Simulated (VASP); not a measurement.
Write the native input for VASP 6.6.1 that does the following.

```
Task                   : single point
Functional             : PBEsol
Potentials or basis    : VASP PAW PBE potentials, release 64 (Ti_sv, Al)
Cutoff                 : 520 eV
k mesh                 : 18 × 18 × 10
Occupations            : gaussian, width 0.15 eV
Spin                   : no spin polarisation
Dipole correction      : no
Further INCAR settings : ALGO = Fast; EDIFF = 1e-06; NBANDS = 14
```

The structure of TiAl lies in POSCAR:

```
TiAl
1.0
    2.9330000000      0.0000000000      0.0000000000
   -1.4665000000      2.5400525093      0.0000000000
    0.0000000000      0.0000000000      4.4960000000
Ti Al
1 1
Direct
    0.0000000000      0.0000000000      0.0000000000
    0.3333333333      0.6666666667      0.5000000000
```

The input as run:

INCAR

```
SYSTEM = TiAl
  PREC = Accurate
  ENCUT = 520
  EDIFF = 1E-6
  ISMEAR = 0
  SIGMA = 0.15
  LREAL = .FALSE.
  LASPH = .TRUE.
  NELM = 60
  ALGO = Fast
  ISIF = 2
  LWAVE = .FALSE.
  LCHARG = .FALSE.
  GGA = PS
  NBANDS = 14
```

KPOINTS

```
regular mesh
0
G
  18 18 10
  0 0 0
```

Potentials or basis: VASP PAW PBE potentials, release 64 (Ti_sv, Al).

Launch:

```sh
$ cat potpaw_PBE.64/Ti_sv/POTCAR potpaw_PBE.64/Al/POTCAR > POTCAR
$ mpirun -np 1 vasp_std > vasp.out
```

Results of the run:

```yaml
Pressure: -2.5 GPa
```

Caveat: the PAW data sets were made with another functional, which shifts forces and pressure a little.

Wall time 2 min on 1 thread of Intel(R) Xeon(R) Platinum 8488C (Sapphire Rapids), with other jobs on the host, peak memory 0.23 GiB.
